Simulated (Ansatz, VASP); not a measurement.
## One calculation of Cu5Mo, two programs

```xyz
6
Lattice="0.0000 3.3793 3.3793 3.3793 0.0000 3.3793 3.3793 3.3793 0.0000" Properties=species:S:1:pos:R:3 pbc="T T T"
Cu    2.5347    2.5347    4.2239
Cu    4.2239    2.5347    2.5347
Cu    2.5347    4.2239    2.5347
Cu    4.2239    4.2239    4.2239
Cu    1.6897    1.6897    1.6897
Mo    0.0000    0.0000    0.0000
```

Alike in both runs: functional PBE; k mesh 4 × 4 × 4; occupations gaussian, width 0.2 eV; no spin polarisation.

Ansatz relaxed the structure, and its values are those at the end. VASP's run is a single point on that final structure, the one shown.

|  | VASP | Ansatz |
| --- | --- | --- |
| version | VASP 6.6.1 | Ansatz 0.2.0 |
| potentials or method | VASP PAW PBE potentials, release 64 (Cu, Mo_sv), cutoff 600 eV | scalar-relativistic, plane waves, PAW |
| valence electrons in the cell | 69 | 109 |

VASP gave:

```
gap on the k mesh at the Fermi level (eV) : none
pressure (GPa)                            : 0.0
rms of the force components (eV/Å)        : 0.009
```

Task: Estimate Ansatz's values.

Result: gap on the k mesh at the Fermi level (eV): none; pressure (GPa): -0.6; rms of the force components (eV/Å): 0.011.

A gap of «none» marks a metal or a gap that the smearing closes. VASP's potentials hold 69 valence electrons a cell and Ansatz's 109, so a difference there can come from the potentials and not from the codes.

The k mesh is coarse, so the values compare programs but aren't converged.
